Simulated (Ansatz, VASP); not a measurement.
**Two plane-wave programs on MnSb**

```xyz
2
Lattice="3.3080 0.0000 0.0000 0.0000 3.3080 0.0000 0.0000 0.0000 3.3080" Properties=species:S:1:pos:R:3 pbc="T T T"
Mn    0.0000    0.0000    0.0000
Sb    1.6540    1.6540    1.6540
```

Alike in both runs: task relaxation of cell and atoms; functional PBE; k mesh 12 × 12 × 12; occupations gaussian, width 0.1 eV; collinear spin.

```csv
,VASP,Ansatz
version,VASP 6.6.1,Ansatz 0.2.0
potentials or method,"VASP PAW PBE potentials, release 64 (Mn_pv, Sb), cutoff 600 eV","scalar-relativistic, plane waves, PAW"
valence electrons in the cell,18,30
```

|  | VASP | Ansatz | Ansatz less VASP |
| --- | --- | --- | --- |
| gap on the k mesh at the Fermi level, each at its own relaxed structure (eV) | none | none | - |
| net moment per atom (μB) | 1.56 | 1.57 | +0.002 |
| size of the moment on the site where the two differ most (μB) | 3.23 | 3.29 | +0.060 |
| relaxed volume (Å³/atom) | 19.02 | 19.03 | +0.004 |
| relaxed length of the cell vector where the two differ most in proportion (Å) | 3.363 | 3.364 | +0.0002 |

Site moments also hang on the region over which each program counts them. A gap of «none» marks a metal or a gap that the smearing closes. VASP's potentials hold 18 valence electrons a cell and Ansatz's 30, so a difference there can come from the potentials and not from the codes.

Neither program's run includes spin-orbit coupling.
